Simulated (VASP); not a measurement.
Fe:

```
Fe
1.0
     4.55029    0.00000    0.00000
     0.00000    4.55029    0.00000
     0.00000    0.00000    4.55029
Fe
8
Direct
  0.00000 0.00000 0.00000
  0.50000 0.50000 0.50000
  0.25000 0.00000 0.50000
  0.75000 0.00000 0.50000
  0.50000 0.25000 0.00000
  0.50000 0.75000 0.00000
  0.00000 0.50000 0.25000
  0.00000 0.50000 0.75000
```

- Program: VASP 6.6.1
- Task: relaxation of cell and atoms
- Functional: LDA
- Potentials or basis: VASP PAW LDA potentials, release 64 (Fe)
- Cutoff: 600 eV
- k mesh: 6 × 6 × 6
- Occupations: fermi-dirac, width 0.05 eV
- Spin: collinear spin, ferromagnetic start
- Starting moments: [2.5, 2.5, 2.5, 2.5, 2.5, 2.5, 2.5, 2.5] μB

At the start: pressure -22.2 GPa; volume 11.78 Å³/atom.

Problem. How do energy, volume and symmetry change on relaxing?

Solution. Over 7 steps the energy falls by 126.9 meV/atom and the volume is 9.96 Å³/atom (-15.4 %); space group Pm-3n (No. 223, to 0.1 Å) before and after; moment 5.03 μB per cell.

The path:
```csv
step,energy change (eV),largest force (eV/Å),pressure (GPa),volume (Å³)
1,0.0000,0.0000,-22.22,94.21
2,-0.5636,0.0000,25.99,73.65
3,-0.9993,0.0000,-3.98,80.97
4,-1.0151,0.0000,-0.63,79.89
5,-1.0154,0.0000,0.30,79.62
6,-1.0153,0.0000,-0.43,79.82
7,-1.0155,0.0000,-0.02,79.70
```

Final structure:
```yaml
crystal:
  lattice:
    - [4.30348, 0.00000, 0.00000]
    - [0.00000, 4.30348, 0.00000]
    - [0.00000, 0.00000, 4.30348]
  atoms:
    - { symbol: Fe, position: [0.00000, 0.00000, 0.00000] }
    - { symbol: Fe, position: [0.50000, 0.50000, 0.50000] }
    - { symbol: Fe, position: [0.25000, 0.00000, 0.50000] }
    - { symbol: Fe, position: [0.75000, 0.00000, 0.50000] }
    - { symbol: Fe, position: [0.50000, 0.25000, 0.00000] }
    - { symbol: Fe, position: [0.50000, 0.75000, 0.00000] }
    - { symbol: Fe, position: [0.00000, 0.50000, 0.25000] }
    - { symbol: Fe, position: [0.00000, 0.50000, 0.75000] }
```

Caveat: the volume moved by over 15 % at a fixed basis, so the end points are rough.
